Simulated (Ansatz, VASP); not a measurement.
## One calculation of Ir, two programs

File INCAR:

```
SYSTEM = Ir
PREC     = Accurate       ! precision mode
ENCUT    = 520            ! plane-wave cutoff, eV
EDIFF    = 1E-6           ! SCF threshold, eV
ISMEAR   = 0              ! smearing method
SIGMA    = 0.15           ! smearing width, eV
LREAL    = .FALSE.        ! projectors in reciprocal space
LASPH    = .TRUE.         ! aspherical terms in the spheres
NELM     = 60             ! most SCF steps
ALGO     = Fast           ! electronic algorithm
ISIF     = 2              ! what is computed and relaxed
LWAVE    = .FALSE.        ! write WAVECAR
LCHARG   = .FALSE.        ! write CHGCAR
GGA      = CA             ! functional
NBANDS   = 10             ! bands
```

The input KPOINTS:

```
regular mesh
0
G
  20 20 20
  0 0 0
```

POSCAR

```
Ir
1.0
   -0.1571959003      1.9054048527      1.9054048527
    1.7482089524      0.0000000000      1.7482089524
    1.9054048527      1.9054048527     -0.1571959003
Ir
1
Direct
    0.0000000000      0.0000000000      0.0000000000
```

Input for Ansatz:

```yaml
crystal:
  lattice:
    - [-0.1571959003, 1.9054048527, 1.9054048527]
    - [1.7482089524, 0.0, 1.7482089524]
    - [1.9054048527, 1.9054048527, -0.1571959003]
  atoms:
    - { symbol: Ir, position: [0.0, 0.0, 0.0] }
basis:
  ecutwfc: 420
kpoints:
  mp_grid: { grid: [20, 20, 20] }
hamiltonian:
  xc: lda
scf:
  occupations: { method: gaussian, width: 0.15 }
output:
  forces: true
  stress: true
  eigenvalues: true
```

Change from the starting cell: engineering shear strain xz -0.1650, engineering shear strain yz +0.0000.

Alike in both runs: task single point; functional LDA; k mesh 20 × 20 × 20; occupations gaussian, width 0.15 eV; no spin polarisation.

|  | VASP | Ansatz |
| --- | --- | --- |
| version | VASP 6.6.1 | Ansatz 0.2.0 |
| potentials or method | VASP PAW LDA potentials, release 64 (Ir), cutoff 520 eV | scalar-relativistic, plane waves, PAW |
| valence electrons in the cell | 9 | 17 |

```tsv
	VASP	Ansatz	Ansatz less VASP
gap on the k mesh at the Fermi level (eV)	none	none	-
pressure (GPa)	17.5	15.0	-2.56
traceless stress, the component that is largest in VASP (GPa)	48.28	47.82	-0.461
```

LDA's correlation is that of Perdew and Zunger in VASP and of Perdew and Wang (1992) in Ansatz. A gap of «none» marks a metal or a gap that the smearing closes. VASP's potentials hold 9 valence electrons a cell and Ansatz's 17, so a difference there can come from the potentials and not from the codes.

Neither program's run includes spin-orbit coupling.
